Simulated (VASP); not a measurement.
**ScTl: single point with PBE**

ScTl:

```xyz
8
Lattice="6.2577 -0.7067 0.4731 -1.1421 6.9865 -0.0576 -0.1151 -0.4812 4.8648" Properties=species:S:1:pos:R:3 pbc="T T T"
Tl    1.6821    1.0984    0.3387
Tl    3.4347    3.2417    2.9156
Tl    4.2584    5.6957    1.0791
Tl    2.0925    3.9223    0.4909
Sc    4.9199    1.7094    0.8172
Sc    2.6212    6.1087    3.5357
Sc   -0.4252    5.6344    3.0255
Sc    0.5812    2.3550    2.8410
```

| Item | Value |
| --- | --- |
| Program | VASP 6.6.1 |
| Task | single point |
| Functional | PBE |
| Potentials or basis | VASP PAW PBE potentials, release 64 (Tl_d, Sc_sv) |
| Cutoff | 520 eV |
| k mesh | 3 × 3 × 4, shifted |
| Occupations | fermi-dirac, width 0.1 eV |
| Spin | no spin polarisation |

```json
{
  "Pressure": "3.2 GPa",
  "Largest force": "2.734 eV/Å",
  "Band gap on the k mesh": "zero (bands 48 and 49 overlap by 0.19 eV)"
}
```

Forces in eV/Å, atoms in the order of the input:
```
Tl   0.541 -1.217  0.018
Tl   1.629 -1.204  0.489
Tl   0.688  0.772  0.206
Tl  -2.488  1.133 -0.026
Sc  -0.180  0.246  0.089
Sc  -0.123  0.612 -0.191
Sc  -0.025 -0.061 -0.378
Sc  -0.042 -0.282 -0.207
```

Stress tensor (GPa, compression positive):
```
3.99 2.74 0.48
2.74 1.42 1.23
0.48 1.23 4.29
```

Levels at points of the mesh, in eV from the Fermi level:
| k point | band 45 | band 46 | band 47 | band 48 | band 49 | band 50 | band 51 | band 52 |
| --- | --- | --- | --- | --- | --- | --- | --- | --- |
| (0.17, 0.00, 0.12) | -0.88 | -0.68 | -0.42 | -0.21 | 0.21 | 0.33 | 0.43 | 0.68 |

Run time: 3.5 min on 1 thread of AMD EPYC 9R45 96-Core Processor (Zen 5), with other jobs on the host, peak memory 0.36 GiB.

Caveat: spin-orbit coupling is left out, which moves the levels of the heavy elements.
